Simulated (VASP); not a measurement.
Te2Mo:

```
Te Mo
1.0
     3.52113    0.00000    0.00000
    -1.76057    3.04939    0.00000
     0.00000    0.00000   15.05112
Te Mo
4 2
Direct
  0.33333 0.66667 0.63109
  0.66667 0.33333 0.13109
  0.33333 0.66667 0.86891
  0.66667 0.33333 0.36891
  0.33333 0.66667 0.25000
  0.66667 0.33333 0.75000
```

- Program: VASP 6.6.1
- Task: relaxation of shape and atoms at fixed volume
- Functional: PBE
- Potentials or basis: VASP PAW PBE potentials, release 64 (Te, Mo_sv)
- Cutoff: 600 eV
- k mesh: 12 × 12 × 2
- Occupations: gaussian, width 0.02 eV
- Spin: no spin polarisation

At the start: pressure 2.8 GPa; volume 26.93 Å³/atom.

Where does the relaxation end?

Over 7 steps the energy falls by 6.4 meV/atom; space group P6_3/mmc (No. 194, to 0.1 Å) before and after.

Step by step:
```csv
step,energy change (eV),largest force (eV/Å),pressure (GPa),volume (Å³)
1,0.0000,0.4490,2.80,161.61
2,-0.0220,0.0841,1.48,161.61
3,-0.0221,0.0577,1.38,161.61
4,-0.0305,0.0445,1.06,161.61
5,-0.0386,0.0130,0.31,161.61
6,-0.0386,0.0141,0.33,161.61
7,-0.0386,0.0074,0.25,161.61
```

Final structure:
```
CELL_PARAMETERS angstrom
3.54987 0.00000 0.00000
-1.77493 3.07428 0.00000
0.00000 0.00000 14.80846
ATOMIC_POSITIONS crystal
Te 0.33333 0.66667 0.62769
Te 0.66667 0.33333 0.12769
Te 0.33333 0.66667 0.87231
Te 0.66667 0.33333 0.37231
Mo 0.33333 0.66667 0.25000
Mo 0.66667 0.33333 0.75000
```

Caveat: this functional lacks dispersion, which binds layers or chains, so the pressure and a relaxed spacing across them are unreliable.
